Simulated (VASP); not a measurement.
Runs of VASP 6.6.1 on TiC. The structure is that of space group Fm-3m (No. 225), or close to it. The cells are those of the table. 

```csv
cell,gap on the mesh (eV),pressure (GPa)
"a = 3.094 Å, angles 60.0°, 2 atoms",none,(b)
"a = 3.002 Å, angles 60.0°, 2 atoms",none,17.6
"a = 3.123 Å, angles 60.0°, 2 atoms",none,(a)
"a = 3.064 Å, angles 60.0°, 2 atoms",none,0.2
"a = 3.033 Å, angles 60.0°, 2 atoms",none,8.3
```

Alike in all rows: task single point; level PBE; potentials or basis VASP PAW PBE potentials, release 64 (Ti_sv, C); no spin polarisation; k mesh 11 × 11 × 11; cutoff (eV) 520; smearing methfessel-paxton 0.1 eV.

Task: Estimate the missing entries.

Result: (a) -12.6; (b) -6.7.

A gap of «none» marks levels without a gap at the run's occupations.
